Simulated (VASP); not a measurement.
# MgO (rocksalt type) (Fm-3m) in VASP: further runs, part 3 of 3

VASP 6.6.1. The steps go on from the part before.

### Step 6. Single point, PBEsol (volume scaled by 0.64)

INCAR reads:

```
SYSTEM = MgO
PREC = Accurate
ENCUT = 520
EDIFF = 1E-6
ISMEAR = -1
SIGMA = 0.05
LREAL = .FALSE.
LASPH = .TRUE.
NELM = 80
ALGO = Normal
ISIF = 2
LWAVE = .FALSE.
LCHARG = .FALSE.
GGA = PS
NBANDS = 11
```

KPOINTS reads:

```
regular mesh
0
G
  15 15 15
  0 0 0
```

POSCAR reads:

```
MgO
1.0
    0.0000000000      1.8158679218      1.8158679218
    1.8158679218      0.0000000000      1.8158679218
    1.8158679218      1.8158679218      0.0000000000
Mg O
1 1
Direct
    0.0000000000      0.0000000000      0.0000000000
    0.5000000000      0.5000000000      0.5000000000
```

Potentials or basis: VASP PAW PBE potentials, release 64 (Mg, O).

Launch:

```bash
$ cat potpaw_PBE.64/Mg/POTCAR potpaw_PBE.64/O/POTCAR > POTCAR
$ mpirun -np 1 vasp_std > vasp.out
```

OUTCAR:

```text
SYSTEM = MgO
   PREC = Accurate
   ENCUT = 520
   EDIFF = 1E-6
   ISMEAR = -1
   LREAL = .FALSE.
   LASPH = .TRUE.
   NELM = 80
   ISIF = 2
   GGA = PS

 ion  position               nearest neighbor table
   1  0.000  0.000  0.000-   2 1.82   2 1.82   2 1.82   2 1.82   2 1.82   2 1.82
   2  0.500  0.500  0.500-   1 1.82   1 1.82   1 1.82   1 1.82   1 1.82   1 1.82

  LATTYP: Found a face centered cubic cell.
 ALAT       =     3.6317358436

  Lattice vectors:

 A1 = (   0.0000000000,   1.8158679218,   1.8158679218)
 A2 = (   1.8158679218,   0.0000000000,   1.8158679218)
 A3 = (   1.8158679218,   1.8158679218,   0.0000000000)

Analysis of symmetry for initial positions (statically):
=====================================================================
 Subroutine PRICEL returns:
 Original cell was already a primitive cell.

 Routine SETGRP: Setting up the symmetry group for a
 face centered cubic supercell.

 Subroutine GETGRP returns: Found 48 space group operations
 (whereof 48 operations were pure point group operations)
 out of a pool of 48 trial point group operations.

The static configuration has the point symmetry O_h .

Analysis of symmetry for dynamics (positions and initial velocities):
=====================================================================
 Subroutine PRICEL returns:
 Original cell was already a primitive cell.

 Routine SETGRP: Setting up the symmetry group for a
 face centered cubic supercell.

 Subroutine GETGRP returns: Found 48 space group operations
 (whereof 48 operations were pure point group operations)
 out of a pool of 48 trial point group operations.

The dynamic configuration has the point symmetry O_h .

 Subroutine INISYM returns: Found 48 space group operations
 (whereof 48 operations are pure point group operations),
 and found     1 'primitive' translations

----------------------------------------------------------------------------------------
[... 113 lines left out ...]
     AMIX_MAG =   1.60;   BMIX_MAG =  1.00
  volume/ion in A,a.u.               =       5.99        40.41
  Fermi-wavevector in a.u.,A,eV,Ry     =   1.431124  2.704432 27.866305  2.048116
  Thomas-Fermi vector in A             =   2.550895
   LORBIT       =      0    0 simple, 1 ext, 2 COOP (PROOUT), +10 PAW based schemes
   GGA     = PS    functional components
   LHFCALC =     F    Hartree Fock is set to
   AEXX    =    0.0000 exact exchange contribution
   IVDW    =     0    specifies the selected vdW correction
   LEPSILON=     F    determine dielectric tensor
   LRPA    =     F    only Hartree local field effects (RPA)
 non-spin polarized calculation
  energy-cutoff  :      520.00
  volume of cell :       11.98
 maximum number of plane-waves:       332
   NGX =  9   NGY =  9   NGZ =  9

 number of electron       7.9999995 magnetization

 Free energy of the ion-electron system (eV)
  ---------------------------------------------------
  ext. energy  EPLUGINS =         0.00000000
  ---------------------------------------------------
  free energy    TOTEN  =        -9.94255273 eV

  energy without entropy =       -9.94255273  energy(sigma->0) =       -9.94255273

 E-fermi :   8.4182     XC(G=0): -13.6526

 val. band max:        7.3616395787   @ k =   0.0000   0.0000   0.0000
 cond. band min:      16.3238892754   @ k =   0.4667   0.4667   0.0000
 fundamental gap:      8.9622496966
 Fermi energy:         8.4181631121

 k-point     1 :       0.0000    0.0000    0.0000
  band No.  band energies     occupation
      1     -12.8016      2.00000
      2       7.3616      2.00000
      3       7.3616      2.00000
      4       7.3616      2.00000
      5      17.6659      0.00000
      6      25.3123      0.00000
      7      25.3123      0.00000
      8      25.3123      0.00000
      9      30.5124      0.00000
     10      33.0415      0.00000
     11      33.0415      0.00000
[... 309 lines left out ...]
 k-point    24 :       0.2000    0.1333    0.0000
  band No.  band energies     occupation
      1     -12.0051      2.00000
      2       5.0608      2.00000
      3       6.6694      2.00000
      4       6.6869      2.00000
      5      19.5592      0.00000
      6      21.2437      0.00000
      7      27.4338      0.00000
      8      27.5217      0.00000
      9      30.7358      0.00000
     10      34.0936      0.00000
     11      37.5050      0.00000

 [... further k-points ...]
[... 5 lines left out ...]
  --------------------------------------------------------------------------------------
  -------------------------------------------------------------------------------------
  Total       13.5214310     13.5214310     13.5214310      0.0000000     -0.0000000      0.0000000
  in kB     1809.0495887   1809.0495887   1809.0495887      0.0000000     -0.0000000      0.0000000
  external PRESSURE =    1809.0495887 kB  Pullay stress =       0.0000000 kB

 VOLUME and BASIS-vectors are now :
 -----------------------------------------------------------------------------
  energy-cutoff  :      520.00
  volume of cell :       11.98
      direct lattice vectors                 reciprocal lattice vectors
     0.000000000  1.815867922  1.815867922    -0.275350423  0.275350423  0.275350423
     1.815867922  0.000000000  1.815867922     0.275350423 -0.275350423  0.275350423
     1.815867922  1.815867922  0.000000000     0.275350423  0.275350423 -0.275350423

 POSITION                                       TOTAL-FORCE (eV/Angst)
 -----------------------------------------------------------------------------------
      0.00000      0.00000      0.00000         0.000000     -0.000000      0.000000
      1.81587      1.81587      1.81587        -0.000000      0.000000     -0.000000
 -----------------------------------------------------------------------------------
    total drift:                                0.000000      0.000000      0.000000

  FREE ENERGIE OF THE ION-ELECTRON SYSTEM (eV)
  ---------------------------------------------------
  free  energy   TOTEN  =        -9.9425527283 eV

  energy  without entropy=       -9.9425527283  energy(sigma->0) =       -9.94255273
```

OSZICAR:

```text
N       E                     dE             d eps       ncg     rms          rms(c)
DAV:   1     0.157458378940E+02    0.15746E+02   -0.51713E+03  3104   0.688E+02
DAV:   2    -0.114774170159E+02   -0.27223E+02   -0.26846E+02  3164   0.152E+02
DAV:   3    -0.118692970606E+02   -0.39188E+00   -0.39168E+00  3127   0.150E+01
DAV:   4    -0.118698650273E+02   -0.56797E-03   -0.56796E-03  3018   0.663E-01
DAV:   5    -0.118698661798E+02   -0.11525E-05   -0.11525E-05  3099   0.278E-02    0.803E+00
DAV:   6    -0.100384778880E+02    0.18314E+01   -0.66614E+00  2751   0.167E+01    0.206E+00
DAV:   7    -0.996494224192E+01    0.73536E-01   -0.17910E-01  3015   0.304E+00    0.129E+00
DAV:   8    -0.994273397313E+01    0.22208E-01   -0.96853E-03  2889   0.116E+00    0.111E-01
DAV:   9    -0.994258356589E+01    0.15041E-03   -0.29953E-04  3045   0.115E-01    0.581E-02
DAV:  10    -0.994255422807E+01    0.29338E-04   -0.13665E-04  2931   0.850E-02    0.124E-02
DAV:  11    -0.994255271251E+01    0.15156E-05   -0.51800E-06  3006   0.166E-02    0.215E-03
DAV:  12    -0.994255272832E+01   -0.15811E-07   -0.18120E-07  1590   0.373E-03
   1 F= -.99425527E+01 E0= -.99425527E+01  d E =-.418007E-11
```

Wall time 27 s (1 thread of Intel Xeon 8259CL, shared host); peak memory 0.14 GiB.

Results:

- Free energy: -9.9426 eV
- Pressure: 180.9 GPa
- Band gap on the k mesh: 8.96 eV, indirect (least direct gap 10.30 eV)

Caveat: the PAW data sets were made with another functional, which shifts forces and pressure a little.

### Step 7. The runs side by side

| task | cell | cutoff (eV) | gap on the mesh (eV) | pressure (GPa) |
| --- | --- | --- | --- | --- |
| relaxation of cell and atoms | relaxed from a = 3.047 Å, angles 60.0°, 2 atoms | 600 | 4.67 | 0.0 |
| single point | a = 2.442 Å, angles 60.0°, 2 atoms | 520 | 8.68 | 335.1 |
| single point | a = 2.568 Å, angles 60.0°, 2 atoms | 520 | 8.96 | 180.9 |

Alike in all rows: level PBEsol; potentials or basis VASP PAW PBE potentials, release 64 (Mg, O); no spin polarisation; k mesh 15 × 15 × 15; smearing fermi-dirac 0.05 eV.

Caveats: the PAW data sets were made with another functional, which shifts forces and pressure a little.

Total energies depend on the potentials used, so only differences within one code and one set of settings carry meaning.
